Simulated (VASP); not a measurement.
Wanted: the native input for a VASP 6.6.1 run.

| Property | Result |
| --- | --- |
| Task | relaxation of cell and atoms |
| Functional | PBEsol |
| Potentials or basis | VASP PAW PBE potentials, release 64 (Re, Sb) |
| Cutoff | 600 eV |
| k mesh | 10 × 10 × 6 |
| Occupations | gaussian, width 0.05 eV |
| Spin | no spin polarisation |
| Dipole correction | no |
| Further INCAR settings | ALGO = Normal; EDIFF = 1e-06; IBRION = 2; EDIFFG = -0.01; NSW = 80; ISIF = 3 |

The structure of ReSb2 lies in POSCAR:

```
ReSb2
1.0
    3.6033823276      0.0000000000      0.0000000000
   -1.8016911638      3.1206206352      0.0000000000
    0.0000000000      0.0000000000      5.8130035662
Re Sb
1 2
Direct
    0.0000000000      0.0000000000      0.0000000000
    0.3333333333      0.6666666667      0.2520000000
    0.6666666667      0.3333333333      0.7480000000
```

One way to write it, as run:

INCAR

```
SYSTEM = ReSb2
PREC = Accurate ; ENCUT = 600
EDIFF = 1E-6 ; ISMEAR = 0
SIGMA = 0.05 ; LREAL = .FALSE.
LASPH = .TRUE. ; NELM = 100
ALGO = Normal ; ISIF = 3
LWAVE = .FALSE. ; LCHARG = .FALSE.
GGA = PS ; IBRION = 2
NSW = 80 ; EDIFFG = -0.01
```

KPOINTS

```
regular mesh
0
G
  10 10 6
  0 0 0
```

Potentials or basis: VASP PAW PBE potentials, release 64 (Re, Sb).

Command:

```console
$ cat potpaw_PBE.64/Re/POTCAR potpaw_PBE.64/Sb/POTCAR > POTCAR
$ mpirun -np 1 vasp_std > vasp.out
```

Results of the run:

```json
{
  "Relaxed volume": "21.53 Å³/atom",
  "Relaxed cell": "a = 3.409 Å, b = 3.409 Å, c = 6.421 Å, α = 90.00°, β = 90.00°, γ = 120.00°",
  "Space group after relaxing (to 0.05 Å)": "P-3m1 (No. 164)",
  "Energy gained by relaxing": "370.6 meV/atom",
  "Ionic steps": "18",
  "Pressure after relaxing": "0.0 GPa"
}
```

Caveat: the PAW data sets were made with another functional, which shifts forces and pressure a little.

Run time: 5.8 min on 1 thread of Intel(R) Xeon(R) 6975P-C (Granite Rapids), with other jobs on the host, peak memory 0.27 GiB.
